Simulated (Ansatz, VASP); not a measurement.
## AlClF2: VASP beside Ansatz

```
CELL_PARAMETERS angstrom
4.30058 0.00000 0.00000
-2.15029 3.72441 0.00000
0.00000 0.00000 12.60113
ATOMIC_POSITIONS crystal
Al 0.00000 0.00000 0.25000
Al 0.00000 0.00000 0.75000
Cl 0.33333 0.66667 0.75000
Cl 0.66667 0.33333 0.25000
F 0.00000 0.00000 0.88067
F 0.00000 0.00000 0.38067
F 0.00000 0.00000 0.11933
F 0.00000 0.00000 0.61933
```

Alike in both runs: functional PBE; k mesh 6 × 6 × 2; occupations gaussian, width 0.1 eV; no spin polarisation.

Ansatz relaxed the structure, and its values are those at the end. VASP's run is a single point on that final structure, the one shown.

|  | VASP | Ansatz |
| --- | --- | --- |
| version | VASP 6.6.1 | Ansatz 0.2.0 |
| potentials or method | VASP PAW PBE potentials, release 64 (Al, Cl, F), cutoff 520 eV | scalar-relativistic, plane waves, PAW |
| valence electrons in the cell | 48 | 48 |

|  | VASP | Ansatz | Ansatz less VASP |
| --- | --- | --- | --- |
| gap on the k mesh at the Fermi level (eV) | 4.12 | 4.12 | +0.006 |
| least direct gap on the mesh (eV) | 4.80 | 4.80 | -0.003 |
| pressure (GPa) | 0.2 | 0.1 | -0.12 |
| rms of the force components (eV/Å) | 0.070 | 0.004 | -0.0661 |
